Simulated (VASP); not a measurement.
VO2:

```
O V
1.0
     4.51700    0.00000    0.00000
     0.00000    4.51700    0.00000
     0.00000    0.00000    2.87200
O V
4 2
Direct
  0.30000 0.30000 0.00000
  0.20000 0.80000 0.50000
  0.70000 0.70000 0.00000
  0.80000 0.20000 0.50000
  0.00000 0.00000 0.00000
  0.50000 0.50000 0.50000
```

Base run:

```yaml
Program: VASP 6.6.1
Functional: PBE
Potentials_or_basis: VASP PAW PBE potentials, release 64 (O, V_sv)
Cutoff: 600 eV
k_mesh: 4 × 4 × 7
Occupations: gaussian, width 0.05 eV
Spin: collinear spin, antiferromagnetic start
Starting_moments: "[0.0, 0.0, 0.0, 0.0, 0.8, -0.8] μB"
```

Its results: band gap on the k mesh zero (filled and empty bands overlap); pressure 2.8 GPa; net moment 0.00 μB per cell; site moments O -0.00, +0.00 (each value once); V +0.45, -0.45 μB; largest force 0.091 eV/Å.

Question: The run is repeated on the same cell with these changes: spin from collinear spin, antiferromagnetic start to collinear spin, ferromagnetic start; moments at the start from [0.0, 0.0, 0.0, 0.0, 0.8, -0.8] to [0.0, 0.0, 0.0, 0.0, 2.0, 2.0]. What comes out?

Answer: Band gap on the k mesh zero (filled and empty bands overlap); pressure 4.5 GPa; net moment 2.00 μB per cell; site moments O -0.05; V +1.05 μB; largest force 0.080 eV/Å.

Caveats: semilocal functionals often make such compounds metallic where correlation or magnetic order opens a gap, which also shifts bond lengths; the stress differs along the axes, from -4 to 6 GPa (at least some runs); the stress differs along the axes, from 0 to 7 GPa (at least some runs).
